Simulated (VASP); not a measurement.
Write the native input for VASP 6.6.1 that does the following.

```yaml
Task: single point
Functional: r2SCAN
Potentials_or_basis: VASP PAW PBE potentials, release 64 (Ba_sv, Ti_sv, O)
Cutoff: 520 eV
k_mesh: 7 × 7 × 4
Occupations: fermi-dirac, width 0.05 eV
Spin: no spin polarisation
Dipole_correction: no
Further_INCAR_settings: ALGO = Normal; EDIFF = 1e-06; NBANDS = 51
```

Crystal: BaTiO3.

```
Ba Ti O
1.0
     4.00730    0.00000    0.00000
     0.00000    4.00730    0.00000
     0.00000    0.00000    8.01460
Ba Ti O
2 2 6
Cartesian
  2.3139 2.3844 1.9229
  2.0570 1.8276 6.1203
  0.1419 4.0001 0.1061
  3.8069 3.8918 4.1558
  2.2804 3.7093 7.8525
  1.7205 3.8733 4.0115
  3.8827 2.3866 7.8876
  3.8235 1.8548 4.1970
  3.8544 0.0411 1.7952
  0.1626 0.0749 6.0314
```

These files were run (other wordings do the same):

POSCAR

```
BaTiO3
1.0
    4.0073000000      0.0000000000      0.0000000000
    0.0000000000      4.0073000000      0.0000000000
    0.0000000000      0.0000000000      8.0146000000
Ba Ti O
2 2 6
Direct
    0.5774118300      0.5950023200      0.2399217200
    0.5133239400      0.4560751000      0.7636477900
    0.0354144600      0.9982134600      0.0132376500
    0.9499882200      0.9711686500      0.5185272300
    0.5690732100      0.9256262100      0.9797733700
    0.4293289800      0.9665517700      0.5005258200
    0.9689020100      0.5955733500      0.9841481100
    0.9541317500      0.4628596100      0.5236707700
    0.9618464100      0.0102451400      0.2239939200
    0.0405791900      0.0186844000      0.7525536100
```

INCAR.step1

```
PREC = Accurate
ENCUT = 520
ISMEAR = -1
SIGMA = 0.05
LREAL = F
LASPH = T
NELM = 100
NBANDS = 51
GGA = PE
ALGO = Normal
EDIFF = 1E-4
LWAVE = T
LCHARG = F
```

INCAR.step2

```
PREC = Accurate
ENCUT = 520
EDIFF = 1E-6
ISMEAR = -1
SIGMA = 0.05
LREAL = F
LASPH = T
NELM = 100
ALGO = Normal
ISIF = 2
LWAVE = F
LCHARG = F
METAGGA = R2SCAN
LMIXTAU = T
NBANDS = 51
ISTART = 1
```

KPOINTS

```
regular mesh
0
Gamma
  7 7 4
```

Potentials or basis: VASP PAW PBE potentials, release 64 (Ba_sv, Ti_sv, O).

Launch:

```bash
$ cat potpaw_PBE.64/Ba_sv/POTCAR potpaw_PBE.64/Ti_sv/POTCAR potpaw_PBE.64/O/POTCAR > POTCAR
$ cp INCAR.step1 INCAR
$ mpirun -np 1 vasp_std > vasp.out
$ cp INCAR.step2 INCAR
$ mpirun -np 1 vasp_std > vasp.out
```

Results of the run:

| Item | Value |
| --- | --- |
| Pressure | 18.5 GPa |
| Largest force | 8.363 eV/Å |
| Band gap on the k mesh | 1.79 eV |

Caveat: the cell stands under pressure; the PAW data sets were made with another functional, which shifts forces and pressure a little; spin-orbit coupling is left out, which moves the levels of the heavy elements; an odd mesh through Γ misses points on the zone boundary, where band edges can lie.

Wall time 56 min on 1 thread of Oxide Virtual Turin-like Processor, with other jobs on the host, peak memory 0.58 GiB.
